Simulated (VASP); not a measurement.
# Si33C31 (a cell with a defect) in VASP: single point with PBEsol

Aim: the single point of Si33C31 (a cell with a defect) with PBEsol.

Everything below comes from runs of VASP 6.6.1. Logs are shortened: lines on timing, memory, paths and dates and some standing lists are left out, and cuts for length are marked.

### 1 The cell of the first run

The cell holds a defect, 64 atoms: a = 8.714 Å, b = 8.714 Å, c = 8.714 Å, α = 90.00°, β = 90.00°, γ = 90.00°.

### 2 Single point, PBEsol, collinear spin

INCAR reads:

```
PREC     = Accurate       # precision mode
ENCUT    = 520            # plane-wave cutoff, eV
EDIFF    = 1E-6           # SCF threshold, eV
ISMEAR   = -1             # smearing method
SIGMA    = 0.05           # smearing width, eV
LREAL    = Auto         
LASPH    = True           # aspherical terms in the spheres
NELM     = 150            # most SCF steps
ALGO     = Normal         # electronic algorithm
ISIF     = 2              # what is computed and relaxed
LWAVE    = False          # write WAVECAR
LCHARG   = False          # write CHGCAR
ISPIN    = 2              # spin polarisation
MAGMOM   = 0 0 0 0 0 0 0 0.4 0.4 0 0 0 0 0 0 0 0.4 0 0 0 0 0 0 0 0.4 0 0 0 0 0 0 0 0.4 0 0 0 0 0 0 0 0 0 0 0 0 0 0 0 0 0 0 0 0 0 0 0 0 0 0 0 0 0 0 0 # initial moments
LORBIT   = 11             # projections on sites
GGA      = PS             # functional
NBANDS   = 170            # bands
NELECT   = 254.0        
ISYM     = 0
```

KPOINTS reads:

```
Automatic mesh
0
Gamma
  1 1 1
  0.25 0.25 0.25
```

POSCAR reads:

```
Si33C31
1.0
    8.7137060000      0.0000000000      0.0000000000
    0.0000000000      8.7137060000      0.0000000000
    0.0000000000      0.0000000000      8.7137060000
Si C
33 31
Direct
    0.0006390000      0.0005930000      0.0004120000
    0.0032440000      0.0032500000      0.4990560000
    0.0032020000      0.4992460000      0.0030030000
    0.0024840000      0.4998990000      0.4999770000
    0.4992810000      0.0032220000      0.0029890000
    0.4998790000      0.0029880000      0.4996640000
    0.5002160000      0.4998890000      0.0022660000
    0.4796940000      0.4801070000      0.4795410000
    0.6232940000      0.6223170000      0.6229340000
    0.2500640000      0.2500770000      0.0002650000
    0.2470880000      0.2471990000      0.4986350000
    0.2473120000      0.7523080000      0.0030710000
    0.2488670000      0.7490810000      0.4989120000
    0.7522410000      0.2472470000      0.0031300000
    0.7492180000      0.2491220000      0.4991270000
    0.7505260000      0.7502210000      0.0021890000
    0.7719380000      0.7729700000      0.4813600000
    0.2500170000      0.0005180000      0.2497680000
    0.2471890000      0.0035080000      0.7520200000
    0.2471670000      0.4988540000      0.2469440000
    0.2488970000      0.4991200000      0.7487980000
    0.7522770000      0.0035040000      0.2469720000
    0.7504550000      0.0026550000      0.7502130000
    0.7490060000      0.4991260000      0.2486840000
    0.7720330000      0.4822360000      0.7717580000
    0.0004810000      0.2500670000      0.2498420000
    0.0033920000      0.2472360000      0.7519880000
    0.0033180000      0.7523390000      0.2471100000
    0.0024150000      0.7502480000      0.7503150000
    0.4988860000      0.2472200000      0.2468870000
    0.4993280000      0.2491080000      0.7489990000
    0.4991350000      0.7490720000      0.2486470000
    0.4814830000      0.7730010000      0.7717050000
    0.1252630000      0.1251420000      0.1250360000
    0.1252220000      0.1250150000      0.6245500000
    0.1252020000      0.6246150000      0.1249720000
    0.1254670000      0.6253570000      0.6251360000
    0.6247590000      0.1250060000      0.1249780000
    0.6253660000      0.1255910000      0.6251440000
    0.6253720000      0.6253680000      0.1252640000
    0.3746550000      0.3746530000      0.1247320000
    0.3691490000      0.3691460000      0.6251770000
    0.3752120000      0.8756410000      0.1251190000
    0.3713570000      0.8793130000      0.6233140000
    0.8757330000      0.3750950000      0.1253120000
    0.8795880000      0.3709800000      0.6237880000
    0.8757790000      0.8757420000      0.1253120000
    0.8806640000      0.8806930000      0.6268970000
    0.3745110000      0.1251340000      0.3742660000
    0.3752520000      0.1253560000      0.8754400000
    0.3689910000      0.6254300000      0.3687910000
    0.3718530000      0.6236650000      0.8784410000
    0.8756700000      0.1253760000      0.3750300000
    0.8759640000      0.1253140000      0.8757320000
    0.8786960000      0.6236700000      0.3716200000
    0.8811740000      0.6269470000      0.8809570000
    0.1249370000      0.3746460000      0.3744080000
    0.1255290000      0.3750910000      0.8755410000
    0.1253590000      0.8756690000      0.3749790000
    0.1255310000      0.8757540000      0.8755520000
    0.6254030000      0.3691730000      0.3689620000
    0.6239680000      0.3710180000      0.8793180000
    0.6235260000      0.8792930000      0.3711580000
    0.6271420000      0.8806390000      0.8803920000
```

Potentials or basis: VASP PAW PBE potentials, release 64 (Si, C).

Run with:

```bash
$ cat potpaw_PBE.64/Si/POTCAR potpaw_PBE.64/C/POTCAR > POTCAR
$ mpirun -np 1 vasp_std > vasp.out
```

OUTCAR:

```text
PREC = Accurate
   ENCUT = 520
   EDIFF = 1E-6
   ISMEAR = -1
   LREAL = Auto
   LASPH = True
   NELM = 150
   ISIF = 2
   ISPIN = 2
   LORBIT = 11
   GGA = PS
   NELECT = 254.0
   ISYM = 0

 ion  position               nearest neighbor table
   1  0.001  0.001  0.000-  34 1.88  54 1.88  60 1.88  47 1.88  22 3.05  19 3.05  28 3.05  12 3.05
                            14 3.05  27 3.05  18 3.07  26 3.07  10 3.07  23 3.08  29 3.08  16 3.08
   2  0.003  0.003  0.499-  35 1.86  48 1.88  53 1.88  59 1.88  17 2.85  11 3.01  26 3.06  18 3.06
                            19 3.06  27 3.06  13 3.08  15 3.08  28 3.10  22 3.10  23 3.11  29 3.11
   3  0.003  0.499  0.003-  36 1.86  56 1.87  45 1.88  58 1.88  25 2.85  20 3.01  26 3.06  10 3.06
                            12 3.06  28 3.06  24 3.08  21 3.08  14 3.10  27 3.10  16 3.10  29 3.10
   4  0.002  0.500  0.500-  57 1.88  37 1.88  46 1.89  55 1.89  21 3.05  13 3.05  11 3.06  20 3.07
                            26 3.08  29 3.08  15 3.11  25 3.11  27 3.11  24 3.11  28 3.11  17 3.12
   5  0.499  0.003  0.003-  38 1.86  64 1.88  50 1.88  43 1.88  33 2.85  30 3.01  18 3.06  10 3.06
                            22 3.06  14 3.06  32 3.08  31 3.08  12 3.10  19 3.10  23 3.11  16 3.11
   6  0.500  0.003  0.500-  49 1.88  39 1.88  44 1.89  63 1.89  31 3.05  15 3.05  11 3.06  30 3.06
                            18 3.08  23 3.09  33 3.11  17 3.11  13 3.11  32 3.11  19 3.11  22 3.11
   7  0.500  0.500  0.002-  41 1.88  40 1.88  62 1.89  52 1.89  24 3.05  32 3.05  30 3.06  20 3.07
                            10 3.08  16 3.08  31 3.11  25 3.11  14 3.11  21 3.11  12 3.11  33 3.12
   8  0.480  0.480  0.480-  51 1.86  42 1.86  61 1.86   9 2.16  20 2.87  11 2.87  30 2.87  13 3.09
                            32 3.09  21 3.09  24 3.10  31 3.10  15 3.10
   9  0.623  0.622  0.623-   8 2.16  25 2.20  17 2.22  33 2.22
[... 77 lines left out ...]
  63  0.624  0.879  0.371-  17 1.86   6 1.89  22 1.90  32 1.90
  64  0.627  0.881  0.880-  33 1.84   5 1.88  23 1.89  16 1.89

IMPORTANT INFORMATION: All symmetrisations will be switched off!
NOSYMM: (Re-)initialisation of all symmetry stuff for point group C_1.

----------------------------------------------------------------------------------------

                                     Primitive cell

  volume of cell :     661.6201

  direct lattice vectors                    reciprocal lattice vectors
     8.713706000  0.000000000  0.000000000     0.114761733  0.000000000  0.000000000
     0.000000000  8.713706000  0.000000000     0.000000000  0.114761733  0.000000000
     0.000000000  0.000000000  8.713706000     0.000000000  0.000000000  0.114761733

  length of vectors
     8.713706000  8.713706000  8.713706000     0.114761733  0.114761733  0.114761733

  position of ions in fractional coordinates (direct lattice)
     0.000639000  0.000593000  0.000412000
     0.003244000  0.003250000  0.499056000
     0.003202000  0.499246000  0.003003000
     0.002484000  0.499899000  0.499977000
     0.499281000  0.003222000  0.002989000
     0.499879000  0.002988000  0.499664000
[... 56 lines left out ...]
     0.623526000  0.879293000  0.371158000
     0.627142000  0.880639000  0.880392000

  ion indices of the primitive-cell ions
   primitive index   ion index
                 1           1
                 2           2
                 3           3
                 4           4
                 5           5
                 6           6
[... 56 lines left out ...]
                63          63
                64          64

----------------------------------------------------------------------------------------

 KPOINTS: Automatic mesh

Automatic generation of k-mesh.
 Grid dimensions read from file:
 generate k-points for:    1    1    1

 Generating k-lattice:

  Cartesian coordinates                     Fractional coordinates (reciprocal lattice)
     0.114761733  0.000000000  0.000000000     1.000000000  0.000000000  0.000000000
     0.000000000  0.114761733  0.000000000     0.000000000  1.000000000  0.000000000
[... 44 lines left out ...]
   ISYM   =      0    0-nonsym 1-usesym 2-fastsym
   POTIM  = 0.5000    time-step for ionic-motion
   TEBEG  =    0.0;   TEEND  =   0.0 temperature during run
   PSTRESS=    0.0 pullay stress
   NELECT =     254.0000    total number of electrons
   NUPDOWN=      -1.0000    fix difference up-down
   EMIN   =  10.00;   EMAX   =-10.00  energy-range for DOS
   EFERMI =   0.00;   METHOD = LEGACY
   ISMEAR =    -1;   SIGMA  =   0.05  broadening in eV -4-tet -1-fermi 0-gaus
   EFERMI_NEDOS =   21; number of points for ismear=-14 and -15
   IALGO  =     38    algorithm
   IMIX   =      4    mixing-type and parameters
     AMIX     =   0.40;   BMIX     =  1.00
     AMIX_MAG =   1.60;   BMIX_MAG =  1.00
  volume/ion in A,a.u.               =      10.34        69.76
  Fermi-wavevector in a.u.,A,eV,Ry     =   1.189825  2.248444 19.261551  1.415684
  Thomas-Fermi vector in A             =   2.325924
   LORBIT       =     11    0 simple, 1 ext, 2 COOP (PROOUT), +10 PAW based schemes
   GGA     = PS    functional components
   LHFCALC =     F    Hartree Fock is set to
   AEXX    =    0.0000 exact exchange contribution
   IVDW    =     0    specifies the selected vdW correction
   LEPSILON=     F    determine dielectric tensor
   LRPA    =     F    only Hartree local field effects (RPA)
 spin polarized calculation
  energy-cutoff  :      520.00
  volume of cell :      661.62
 maximum number of plane-waves:     17779
 NGX is ok and might be reduce to    70
   NGX = 33   NGY = 33   NGZ = 33

 number of electron     253.9999974 magnetization       0.3093914

 Free energy of the ion-electron system (eV)
  ---------------------------------------------------
  ext. energy  EPLUGINS =         0.00000000
  ---------------------------------------------------
  free energy    TOTEN  =      -518.36670227 eV

  energy without entropy =     -518.24976045  energy(sigma->0) =     -518.30823136

 E-fermi :   8.4624     XC(G=0): -11.5075

 val. band max:        8.4183946439   @ k =   0.2500  -0.2500   0.2500
 cond. band min:       8.4626697708   @ k =   0.2500   0.2500   0.2500
 fundamental gap:      0.0442751269
 Fermi energy:         8.4624494400

 spin component 1

 k-point     1 :       0.2500    0.2500    0.2500
  band No.  band energies     occupation
      1      -6.9653      1.00000
      2      -6.2089      1.00000
      3      -6.2048      1.00000
      4      -6.0798      1.00000
      5      -5.4377      1.00000
      6      -5.4346      1.00000
[... 557 lines left out ...]
    138      12.3976      0.00000
    139      12.4002      0.00000
 Fermi energy:         8.4624494400

 spin component 2

 k-point     1 :       0.2500    0.2500    0.2500
  band No.  band energies     occupation
      1      -6.9601      1.00000
      2      -6.2033      1.00000
      3      -6.1992      1.00000
      4      -6.0744      1.00000
      5      -5.4319      1.00000
      6      -5.4287      1.00000
[... 557 lines left out ...]
    138      12.4029      0.00000
    139      12.4048      0.00000
 [bands above 139 left out]

------------------------ aborting loop because EDIFF is reached ----------------------------------------

  FORCE on cell =-STRESS in cart. coord.  units (eV):
  Direction    XX          YY          ZZ          XY          YZ          ZX
  --------------------------------------------------------------------------------------
  -------------------------------------------------------------------------------------
  Total       -2.1946662     -2.0433807     -2.2439044      1.8562860      1.8121075      3.1348255
  in kB       -5.3145971     -4.9482447     -5.4338323      4.4951766      4.3881942      7.5912841
  external PRESSURE =      -5.2322247 kB  Pullay stress =       0.0000000 kB

 VOLUME and BASIS-vectors are now :
 -----------------------------------------------------------------------------
  energy-cutoff  :      520.00
  volume of cell :      661.62
      direct lattice vectors                 reciprocal lattice vectors
     8.713706000  0.000000000  0.000000000     0.114761733  0.000000000  0.000000000
     0.000000000  8.713706000  0.000000000     0.000000000  0.114761733  0.000000000
     0.000000000  0.000000000  8.713706000     0.000000000  0.000000000  0.114761733

 POSITION                                       TOTAL-FORCE (eV/Angst)
 -----------------------------------------------------------------------------------
      0.00557      0.00517      0.00359         0.007033     -0.007971      0.009607
      0.02827      0.02832      4.34863         0.054595      0.051270     -0.059669
      0.02790      4.35028      0.02617         0.072603     -0.067576      0.070693
      0.02164      4.35597      4.35665        -0.081527      0.029083      0.027051
      4.35059      0.02808      0.02605        -0.061392      0.052434      0.058423
      4.35580      0.02604      4.35393         0.037913     -0.107128      0.034911
[... 56 lines left out ...]
      5.43322      7.66190      3.23416         0.042056      0.063276     -0.074837
      5.46473      7.67363      7.67148         0.075736      0.010524      0.001389
 -----------------------------------------------------------------------------------
    total drift:                                0.020030      0.029879      0.011322

  FREE ENERGIE OF THE ION-ELECTRON SYSTEM (eV)
  ---------------------------------------------------
  free  energy   TOTEN  =      -518.3667022653 eV

  energy  without entropy=     -518.2497604515  energy(sigma->0) =     -518.30823136

 total charge

# of ion       s       p       d       tot
------------------------------------------
    1        0.707   0.968   0.000   1.675
    2        0.709   0.978   0.000   1.687
    3        0.709   0.980   0.000   1.689
    4        0.706   0.965   0.000   1.671
    5        0.709   0.978   0.000   1.687
    6        0.706   0.966   0.000   1.671
[... 56 lines left out ...]
   63        0.839   1.676   0.000   2.515
   64        0.839   1.696   0.000   2.535
--------------------------------------------------
tot         49.442  84.878   0.000 134.320

 magnetization (x)

# of ion       s       p       d       tot
------------------------------------------
    1       -0.000   0.000   0.000   0.000
    2       -0.000   0.001   0.000   0.001
    3       -0.000   0.001   0.000   0.001
    4       -0.000  -0.000   0.000  -0.000
    5       -0.000   0.001   0.000   0.001
    6       -0.000  -0.000   0.000  -0.000
[... 56 lines left out ...]
   63        0.000   0.007   0.000   0.008
   64        0.000   0.005   0.000   0.005
--------------------------------------------------
tot          0.004   0.170   0.000   0.175
```

Run time: 70 min. Hardware: 1 thread of Oxide Virtual Turin-like, shared host; peak memory 1.2 GiB.

Results:

```
Free energy                                           : -518.3667 eV
Largest force                                         : 0.394 eV/Å
Net moment                                            : 0.31 μB per cell
Site moments                                          : Si +0.00, -0.00, +0.04, +0.01 (each value once); C +0.00, +0.01, -0.00 (each value once) μB
Valence electrons inside the program's atomic spheres : Si 1.68, 1.69, 1.67, 1.75, 1.90, 1.74 (each value once); C 2.53, 2.56, 2.54, 2.52, 2.51 (each value once)
```

Forces on the atoms (eV/Å):
```
Si   0.007 -0.008  0.010
Si   0.055  0.051 -0.060
Si   0.073 -0.068  0.071
Si  -0.082  0.029  0.027
Si  -0.061  0.052  0.058
Si   0.038 -0.107  0.035
Si   0.024  0.034 -0.082
Si  -0.101 -0.096 -0.104
Si   0.179  0.289  0.200
Si   0.024  0.007  0.010
Si  -0.039 -0.044 -0.104
Si   0.068 -0.106 -0.038
Si   0.006  0.130  0.146
Si  -0.078  0.052 -0.025
Si   0.130 -0.009  0.143
Si   0.028  0.040  0.046
Si  -0.192 -0.229 -0.072
Si   0.021 -0.004  0.021
Si   0.075 -0.056 -0.094
Si  -0.045 -0.091 -0.044
Si   0.004  0.148  0.134
Si  -0.103 -0.058  0.077
Si   0.031  0.032  0.031
Si   0.138  0.150  0.007
Si  -0.138 -0.155 -0.129
Si   0.008  0.009  0.021
Si  -0.026  0.051 -0.068
Si  -0.040 -0.111  0.064
Si   0.044  0.037  0.025
Si  -0.106 -0.047 -0.043
Si   0.143 -0.007  0.127
Si   0.146  0.131  0.010
Si  -0.055 -0.243 -0.199
C   -0.012  0.004 -0.011
C   -0.017  0.011  0.099
C   -0.012  0.104 -0.008
C   -0.002 -0.045 -0.046
C    0.106  0.012 -0.015
C   -0.047  0.002 -0.045
C   -0.049 -0.050 -0.007
C   -0.019 -0.018  0.019
C    0.036  0.030  0.008
C   -0.040 -0.020 -0.016
C   -0.074  0.061  0.035
C   -0.031 -0.033 -0.022
C    0.008 -0.021  0.022
C   -0.016 -0.008 -0.040
C    0.001  0.007  0.079
C   -0.019  0.022 -0.013
C   -0.039 -0.003 -0.025
C    0.038  0.003  0.040
C   -0.077  0.044  0.061
C   -0.025 -0.004 -0.041
C   -0.022 -0.017 -0.027
C    0.060  0.047 -0.078
C   -0.035  0.062 -0.036
C    0.019 -0.018 -0.016
C   -0.020 -0.032 -0.034
C   -0.011 -0.020 -0.042
C   -0.037 -0.006 -0.015
C    0.008  0.032  0.039
C    0.036 -0.026  0.009
C    0.042  0.063 -0.075
C    0.076  0.011  0.001
```

Caveat: the k points lie up to 0.36 Å⁻¹ apart; the cell carries a net charge on a neutralising background, which shifts energy and pressure; the cell is charged against a uniform background, so pressure and absolute levels hang on convention; the PAW data sets were made with another functional, which shifts forces and pressure a little.
